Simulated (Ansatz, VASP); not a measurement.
## BP: VASP beside Ansatz

The input INCAR:

```
SYSTEM = BP
PREC = Accurate
ENCUT = 520
EDIFF = 1E-7
ISMEAR = -1
SIGMA = 0.05
LREAL = .False.
LASPH = .True.
NELM = 60
ALGO = Normal
ISIF = 2
LWAVE = .False.
LCHARG = .True.
LELF = .True.
LVHAR = .True.
NBANDS = 11
```

Contents of KPOINTS:

```
Automatic mesh
0
Gamma
  15 15 15
  0 0 0
```

Contents of POSCAR:

```
BP
1.0
    0.0000000000      2.2916900000      2.2690000000
    2.2916900000      0.0000000000      2.2690000000
    2.2916900000      2.2916900000      0.0000000000
B P
1 1
Direct
    0.0000000000      0.0000000000      0.0000000000
    0.7500000000      0.7500000000      0.7500000000
```

Input for Ansatz:

```yaml
crystal:
  lattice:
    - [0.0, 2.29169, 2.269]
    - [2.29169, 0.0, 2.269]
    - [2.29169, 2.29169, 0.0]
  atoms:
    - { symbol: B, position: [0.0, 0.0, 0.0] }
    - { symbol: P, position: [0.75, 0.75, 0.75] }
kpoints:
  mp_grid: { grid: [15, 15, 15] }
  band_path:
    path:
      - [0.0, 0.0, 0.0]
      - [0.0, 0.5, 0.5]
      - [0.25, 0.75, 0.5]
      - [0.0, 0.5, 0.0]
      - [0.0, 0.0, 0.0]
      - [0.5, 0.5, 0.0]
      - [0.3775125, 0.6224875, 0.0]
      - [-0.3775125, 0.3775125, 0.0]
      - [0.0, 0.0, 0.0]
    npoints: 5
scf:
  occupations: { method: fermi_dirac, width: 0.05 }
hamiltonian:
  xc: lda
  pseudopotentials: { kind: all_electron, lapw: { basis_error: 0.001 } }
output:
  forces: true
  stress: true
  eigenvalues: true
```

Change from the starting cell: equal xx and yy strain of +1 %.

Alike in both runs: task single point; functional LDA; k mesh 15 × 15 × 15; occupations fermi-dirac, width 0.05 eV; no spin polarisation.

|  | VASP | Ansatz |
| --- | --- | --- |
| version | VASP 6.6.1 | Ansatz 0.2.0 |
| potentials or method | VASP PAW LDA potentials, release 64 (B, P), cutoff 520 eV | all-electron LAPW, scalar-relativistic |

|  | VASP | Ansatz | Ansatz less VASP |
| --- | --- | --- | --- |
| pressure (GPa) | -8.3 | -8.2 | +0.07 |
| traceless stress, the component that is largest in VASP (GPa) | 1.72 | 1.72 | -0.001 |

LDA's correlation is that of Perdew and Zunger in VASP and of Perdew and Wang (1992) in Ansatz. Ansatz ran all-electron here, and VASP with PAW potentials.
